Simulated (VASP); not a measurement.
# Hf in VASP: further runs

Aim: see how the results for Hf move with the level of theory and the settings. Levels: PBE, RPBE. Tasks: single point.

All numbers are computed with VASP 6.6.1; they aren't measurements. Logs are shortened: lines on timing, memory, paths and dates and some standing lists are left out, and cuts for length are marked.

## (1) The cell of the first run

The structure is monoclinic, space group P2_1/m (No. 11). Conventional cell: a = 3.141 Å, b = 5.058 Å, c = 3.197 Å, α = 90.00°, β = 118.27°, γ = 90.00°. Hf (site symmetry m) has 12 Hf at 3.11 to 3.25 Å within 4.1 Å.

## (2) Single point, PBE

The input, INCAR:

```
  ALGO = Normal
  EDIFF = 1E-7
  ENCUT = 520
  GGA = PE
  ISIF = 2
  ISMEAR = -1
  LASPH = True
  LCHARG = False
  LREAL = False
  LWAVE = False
  NBANDS = 17
  NELM = 80
  PREC = Accurate
  SIGMA = 0.05
```

The input, KPOINTS:

```
k-points
0
Gamma
  10 10 5
```

The input, POSCAR:

```
Hf
1.0
    3.1967000000     -0.0639340000      0.0000000000
   -1.6537184682      2.8003904083      0.0000000000
    0.0000000000      0.0000000000      5.0578000000
Hf
2
Direct
    0.6666666667      0.3333333333      0.7500000000
    0.3333333333      0.6666666667      0.2500000000
```

Potentials or basis: VASP PAW PBE potentials, release 64 (Hf_pv).

The run is started by

```
$ cat potpaw_PBE.64/Hf_pv/POTCAR > POTCAR
$ mpirun -np 1 vasp_std > vasp.out
```

OUTCAR:

```text
EDIFF = 1E-7
   ENCUT = 520
   GGA = PE
   ISIF = 2
   ISMEAR = -1
   LASPH = True
   LREAL = False
   NELM = 80
   PREC = Accurate

 ion  position               nearest neighbor table
   1  0.667  0.333  0.750-   2 3.11   2 3.11   2 3.13   2 3.13   2 3.15   2 3.15
   2  0.333  0.667  0.250-   1 3.11   1 3.11   1 3.13   1 3.13   1 3.15   1 3.15

  LATTYP: Found a simple monoclinic cell.
 ALAT       =     3.1414941798
 B/A-ratio  =     1.6099982080
 C/A-ratio  =     1.0177766034
 COS(beta)  =    -0.4736455830

  Lattice vectors:

 A1 = (   1.5429815318,   2.7364564083,   0.0000000000)
 A2 = (   0.0000000000,   0.0000000000,  -5.0578000000)
 A3 = (  -3.1967000000,   0.0639340000,   0.0000000000)

Analysis of symmetry for initial positions (statically):
=====================================================================
 Subroutine PRICEL returns:
 Original cell was already a primitive cell.

 Routine SETGRP: Setting up the symmetry group for a
 simple monoclinic supercell.

 Subroutine GETGRP returns: Found  4 space group operations
 (whereof  2 operations were pure point group operations)
 out of a pool of  4 trial point group operations.

The static configuration has the point symmetry S_2 .
 The point group associated with its full space group is C_2h.

Analysis of symmetry for dynamics (positions and initial velocities):
=====================================================================
 Subroutine PRICEL returns:
 Original cell was already a primitive cell.

 Routine SETGRP: Setting up the symmetry group for a
 simple monoclinic supercell.

 Subroutine GETGRP returns: Found  4 space group operations
 (whereof  2 operations were pure point group operations)
 out of a pool of  4 trial point group operations.

The dynamic configuration has the point symmetry S_2 .
 The point group associated with its full space group is C_2h.

 Subroutine INISYM returns: Found  4 space group operations
 (whereof  2 operations are pure point group operations),
 and found     1 'primitive' translations

----------------------------------------------------------------------------------------

                                     Primitive cell

  volume of cell :      44.7427

  direct lattice vectors                    reciprocal lattice vectors
     3.196700000 -0.063934000  0.000000000     0.316561387  0.186939439  0.000000000
    -1.653718468  2.800390408  0.000000000     0.007227219  0.361360967  0.000000000
     0.000000000  0.000000000  5.057800000     0.000000000  0.000000000  0.197714421

  length of vectors
     3.197339276  3.252225578  5.057800000     0.367637683  0.361433232  0.197714421

  position of ions in fractional coordinates (direct lattice)
     0.666666667  0.333333333  0.750000000
     0.333333333  0.666666667  0.250000000

  ion indices of the primitive-cell ions
   primitive index   ion index
                 1           1
                 2           2

----------------------------------------------------------------------------------------

 KPOINTS: k-points

Automatic generation of k-mesh.
 Grid dimensions read from file:
 generate k-points for:   10   10    5

 Generating k-lattice:

  Cartesian coordinates                     Fractional coordinates (reciprocal lattice)
     0.031656139  0.018693944  0.000000000     0.100000000  0.000000000  0.000000000
     0.000722722  0.036136097  0.000000000     0.000000000  0.100000000  0.000000000
     0.000000000  0.000000000  0.039542884     0.000000000  0.000000000  0.200000000

  Length of vectors
     0.036763768  0.036143323  0.039542884

  Shift w.r.t. Gamma in fractional coordinates (k-lattice)
     0.000000000  0.000000000  0.000000000

 Subroutine IBZKPT returns following result:
 ===========================================

 Found    156 irreducible k-points:

 Following reciprocal coordinates:
            Coordinates               Weight
  0.000000  0.000000  0.000000      1.000000
  0.100000 -0.000000  0.000000      2.000000
  0.200000 -0.000000  0.000000      2.000000
  0.300000  0.000000  0.000000      2.000000
  0.400000 -0.000000  0.000000      2.000000
  0.500000 -0.000000  0.000000      1.000000
[... 16 lines left out ...]
 -0.400000  0.200000  0.000000      2.000000
 -0.300000  0.200000  0.000000      2.000000
 [... further k-points ...]
   k-points           NKPTS =    156   k-points in BZ     NKDIM =    156   number of bands    NBANDS=     17
   number of dos      NEDOS =    301   number of ions     NIONS =      2
   total plane-waves  NPLWV =  23040
   dimension x,y,z NGX =    24 NGY =   24 NGZ =   40
   dimension x,y,z NGXF=    48 NGYF=   48 NGZF=   80
   ions per type =               2
   NGX,Y,Z   is equivalent  to a cutoff of  12.48, 12.27, 13.15 a.u.
   NGXF,Y,Z  is equivalent  to a cutoff of  24.96, 24.54, 26.30 a.u.
 SYSTEM =  unknown system
   PREC   = accura    normal or accurate (medium, high low for compatibility)
   ISTART =      0    job   : 0-new  1-cont  2-samecut
   ICHARG =      2    charge: 1-file 2-atom 10-const
   ISPIN  =      1    spin polarized calculation?
   LNONCOLLINEAR =      F non collinear calculations
   LSORBIT =      F    spin-orbit coupling
   LASPH  =      T    aspherical Exc in radial PAW
   ENCUT  =  520.0 eV  38.22 Ry    6.18 a.u.   5.94  6.05  9.40*2*pi/ulx,y,z
   NELM   =     80;   NELMIN=  2; NELMDL= -5     # of ELM steps
   EDIFF  = 0.1E-06   stopping-criterion for ELM
   LREAL  =      F    real-space projection
   EDIFFG = 0.1E-05   stopping-criterion for IOM
   NSW    =      0    number of steps for IOM
   IBRION =     -1    ionic relax: 0-MD 1-quasi-New 2-CG
   NFREE  =      0    steps in history (QN), initial steepest desc. (CG)
   ISIF   =      2    stress and relaxation
   ISYM   =      2    0-nonsym 1-usesym 2-fastsym
   POTIM  = 0.5000    time-step for ionic-motion
   TEBEG  =    0.0;   TEEND  =   0.0 temperature during run
   PSTRESS=    0.0 pullay stress
   NELECT =      20.0000    total number of electrons
   NUPDOWN=      -1.0000    fix difference up-down
   EMIN   =  10.00;   EMAX   =-10.00  energy-range for DOS
   EFERMI =   0.00;   METHOD = LEGACY
   ISMEAR =    -1;   SIGMA  =   0.05  broadening in eV -4-tet -1-fermi 0-gaus
   EFERMI_NEDOS =   21; number of points for ismear=-14 and -15
   IALGO  =     38    algorithm
   IMIX   =      4    mixing-type and parameters
     AMIX     =   0.40;   BMIX     =  1.00
     AMIX_MAG =   1.60;   BMIX_MAG =  1.00
  volume/ion in A,a.u.               =      22.37       150.97
  Fermi-wavevector in a.u.,A,eV,Ry     =   1.251730  2.365427 21.317996  1.566829
  Thomas-Fermi vector in A             =   2.385664
   LORBIT       =      0    0 simple, 1 ext, 2 COOP (PROOUT), +10 PAW based schemes
   GGA     = PE    functional components
   LHFCALC =     F    Hartree Fock is set to
   AEXX    =    0.0000 exact exchange contribution
   IVDW    =     0    specifies the selected vdW correction
   LEPSILON=     F    determine dielectric tensor
   LRPA    =     F    only Hartree local field effects (RPA)
 non-spin polarized calculation
  energy-cutoff  :      520.00
  volume of cell :       44.74
 maximum number of plane-waves:      1220
   NGX = 11   NGY = 13   NGZ = 19

 number of electron      20.0000000 magnetization

 Free energy of the ion-electron system (eV)
  ---------------------------------------------------
  ext. energy  EPLUGINS =         0.00000000
  ---------------------------------------------------
  free energy    TOTEN  =       -19.84016564 eV

  energy without entropy =      -19.82847019  energy(sigma->0) =      -19.83431792

 E-fermi :   4.9060     XC(G=0): -11.2825

 val. band max:        4.8926413982   @ k =   0.4000   0.3000   0.4000
 cond. band min:       4.9292416547   @ k =   0.3000   0.3000   0.4000
 fundamental gap:      0.0366002566
 Fermi energy:         4.9059887188

 k-point     1 :       0.0000    0.0000    0.0000
  band No.  band energies     occupation
      1     -26.1558      2.00000
      2     -25.4301      2.00000
      3     -25.3878      2.00000
      4     -25.3034      2.00000
      5     -25.2889      2.00000
      6     -25.2593      2.00000
[... 9 lines left out ...]
     16       7.6661      0.00000
     17      10.1299      0.00000

 k-point     2 :       0.1000   -0.0000    0.0000
  band No.  band energies     occupation
      1     -26.1287      2.00000
      2     -25.4568      2.00000
      3     -25.4404      2.00000
      4     -25.3278      2.00000
      5     -25.3049      2.00000
      6     -25.3007      2.00000
[... 9 lines left out ...]
     16       7.3034      0.00000
     17      10.3861      0.00000

 k-point     3 :       0.2000   -0.0000    0.0000
  band No.  band energies     occupation
      1     -26.0525      2.00000
      2     -25.6023      2.00000
      3     -25.4998      2.00000
      4     -25.4783      2.00000
      5     -25.3368      2.00000
      6     -25.3342      2.00000
[... 9 lines left out ...]
     16       7.7549      0.00000
     17      10.8109      0.00000

 k-point     4 :       0.3000    0.0000    0.0000
  band No.  band energies     occupation
      1     -25.9425      2.00000
      2     -25.7910      2.00000
      3     -25.6587      2.00000
      4     -25.5604      2.00000
      5     -25.3969      2.00000
      6     -25.3680      2.00000
[... 9 lines left out ...]
     16       9.0034      0.00000
     17      11.1170      0.00000

 k-point     5 :       0.4000   -0.0000    0.0000
  band No.  band energies     occupation
      1     -25.9426      2.00000
      2     -25.8253      2.00000
      3     -25.7975      2.00000
      4     -25.6076      2.00000
      5     -25.4736      2.00000
      6     -25.3963      2.00000
[... 9 lines left out ...]
     16      10.4142      0.00000
     17      11.2663      0.00000

 k-point     6 :       0.5000   -0.0000    0.0000
  band No.  band energies     occupation
      1     -26.0002      2.00000
      2     -25.8490      2.00000
      3     -25.7611      2.00000
      4     -25.6253      2.00000
      5     -25.5221      2.00000
      6     -25.4073      2.00000
[... 9 lines left out ...]
     16      11.3757      0.00000
     17      12.0322      0.00000

 k-point     7 :       0.0000    0.1000    0.0000
  band No.  band energies     occupation
      1     -26.1300      2.00000
      2     -25.4676      2.00000
      3     -25.4243      2.00000
      4     -25.3418      2.00000
      5     -25.3007      2.00000
      6     -25.2858      2.00000
[... 9 lines left out ...]
     16       7.3164      0.00000
     17      10.4467      0.00000

 k-point     8 :       0.1000    0.1000    0.0000
  band No.  band energies     occupation
      1     -26.0771      2.00000
      2     -25.5535      2.00000
      3     -25.5039      2.00000
      4     -25.4138      2.00000
      5     -25.3250      2.00000
      6     -25.3247      2.00000
[... 9 lines left out ...]
     16       7.6664      0.00000
     17      10.6266      0.00000
[... 203 lines left out ...]
      1     -25.8853      2.00000
      2     -25.8074      2.00000
      3     -25.7934      2.00000
      4     -25.5448      2.00000
      5     -25.4336      2.00000
      6     -25.4242      2.00000
[... 9 lines left out ...]
     16      10.3802      0.00000
     17      10.8871      0.00000

 k-point    20 :       0.3000    0.2000    0.0000
  band No.  band energies     occupation
      1     -25.9117      2.00000
      2     -25.8240      2.00000
      3     -25.7735      2.00000
      4     -25.6334      2.00000
      5     -25.5141      2.00000
      6     -25.4871      2.00000
[... 9 lines left out ...]
     16      10.8579      0.00000
     17      11.8367      0.00000

 k-point    21 :       0.4000    0.2000    0.0000
  band No.  band energies     occupation
      1     -25.9404      2.00000
      2     -25.7938      2.00000
      3     -25.7073      2.00000
      4     -25.7021      2.00000
      5     -25.5706      2.00000
      6     -25.5137      2.00000
[... 9 lines left out ...]
     16      10.8360      0.00000
     17      11.3192      0.00000

 k-point    22 :       0.5000    0.2000    0.0000
  band No.  band energies     occupation
      1     -25.8875      2.00000
      2     -25.7849      2.00000
      3     -25.7847      2.00000
      4     -25.6510      2.00000
      5     -25.5086      2.00000
      6     -25.4929      2.00000
[... 9 lines left out ...]
     16      10.8505      0.00000
     17      11.5407      0.00000

 k-point    23 :      -0.4000    0.2000    0.0000
  band No.  band energies     occupation
      1     -25.8975      2.00000
      2     -25.7759      2.00000
      3     -25.7587      2.00000
      4     -25.5455      2.00000
      5     -25.4304      2.00000
      6     -25.4230      2.00000
[... 9 lines left out ...]
     16      10.2961      0.00000
     17      10.8942      0.00000

 k-point    24 :      -0.3000    0.2000    0.0000
  band No.  band energies     occupation
      1     -25.9968      2.00000
      2     -25.7006      2.00000
      3     -25.6215      2.00000
      4     -25.4730      2.00000
      5     -25.3716      2.00000
      6     -25.3323      2.00000
[... 9 lines left out ...]
     16       8.9824      0.00000
     17      10.9496      0.00000

 [... further k-points ...]
[... 5 lines left out ...]
  --------------------------------------------------------------------------------------
  -------------------------------------------------------------------------------------
  Total        0.1271378      0.1478056     -0.0181712      0.7407190      0.0000000      0.0000000
  in kB        4.5526355      5.2927249     -0.6506881     26.5241666      0.0000000      0.0000000
  external PRESSURE =       3.0648908 kB  Pullay stress =       0.0000000 kB

 VOLUME and BASIS-vectors are now :
 -----------------------------------------------------------------------------
  energy-cutoff  :      520.00
  volume of cell :       44.74
      direct lattice vectors                 reciprocal lattice vectors
     3.196700000 -0.063934000  0.000000000     0.316561387  0.186939439  0.000000000
    -1.653718468  2.800390408  0.000000000     0.007227219  0.361360967  0.000000000
     0.000000000  0.000000000  5.057800000     0.000000000  0.000000000  0.197714421

 POSITION                                       TOTAL-FORCE (eV/Angst)
 -----------------------------------------------------------------------------------
      1.57989      0.89084      3.79335        -0.100340     -0.001987      0.000000
     -0.03691      1.84562      1.26445         0.100340      0.001987     -0.000000
 -----------------------------------------------------------------------------------
    total drift:                               -0.000000      0.000000     -0.000000

  FREE ENERGIE OF THE ION-ELECTRON SYSTEM (eV)
  ---------------------------------------------------
  free  energy   TOTEN  =       -19.8401656427 eV

  energy  without entropy=      -19.8284701895  energy(sigma->0) =      -19.83431792
```

Wall time 62 s (1 thread of Intel Xeon 6975P-C, shared host); peak memory 0.23 GiB.

Results:

```yaml
Free_energy: -19.8402 eV
Pressure: 0.3 GPa
Largest_force: 0.100 eV/Å
Band_gap_on_the_k_mesh: zero (band 10 reaches 5.74 eV, above the bottom of band 11 at 4.54 eV)
```

Forces on the atoms (eV/Å):
```
Hf  -0.100 -0.002  0.000
Hf   0.100  0.002  0.000
```

Caveat: spin-orbit coupling is left out, which moves the levels of the heavy elements.

## (3) Single point, PBE

The input, INCAR:

```
PREC = Accurate ; ENCUT = 520
EDIFF = 1E-7 ; ISMEAR = -1
SIGMA = 0.05 ; LREAL = False
LASPH = True ; NELM = 100
ALGO = Normal ; ISIF = 2
LWAVE = False ; LCHARG = True
GGA = PE ; LELF = True
LVHAR = True ; NBANDS = 17
```

The input, KPOINTS:

```
Automatic mesh
0
Gamma
  10 10 5
```

The input, POSCAR:

```
Hf
1.0
    3.1967000000     -0.0319670000      0.0000000000
   -1.6260342341      2.7844069083      0.0000000000
    0.0000000000      0.0000000000      5.0578000000
Hf
2
Direct
    0.6666666667      0.3333333333      0.7500000000
    0.3333333333      0.6666666667      0.2500000000
```

Potentials or basis: VASP PAW PBE potentials, release 64 (Hf_pv).

The run is started by

```
$ cat potpaw_PBE.64/Hf_pv/POTCAR > POTCAR
$ mpirun -np 1 vasp_std > vasp.out
```

Run time: 60 s. Hardware: 1 thread of Intel Xeon 6975P-C, shared host; peak memory 0.23 GiB.

It converged, with:

```
Free energy            : -19.8513 eV
Pressure               : 0.2 GPa
Largest force          : 0.050 eV/Å
Band gap on the k mesh : zero (band 10 reaches 5.92 eV, above the bottom of band 11 at 4.57 eV)
```

Forces in eV/Å, atoms in the order of the input:
```
Hf  -0.050  0.000  0.000
Hf   0.050  0.000  0.000
```

Stress tensor (GPa, compression positive):
```
 0.34  1.33  0.00
 1.33  0.36  0.00
 0.00  0.00 -0.12
```

Levels at points of the mesh, in eV from the Fermi level:
```
           k point  band 8  band 9  band 10  band 11  band 12  band 13
(0.00, 0.00, 0.00)   -3.70    0.65     1.01     1.38     1.47     1.85
(0.50, 0.00, 0.00)   -2.73   -2.22    -0.73     0.67     0.92     1.78
(0.00, 0.50, 0.00)   -2.73   -2.22    -0.79     0.76     0.93     1.69
(0.50, 0.50, 0.00)   -2.74   -2.21    -0.86     0.84     0.95     1.60
```

Caveat: spin-orbit coupling is left out, which moves the levels of the heavy elements.

(Part 1 of 2 ends here.)
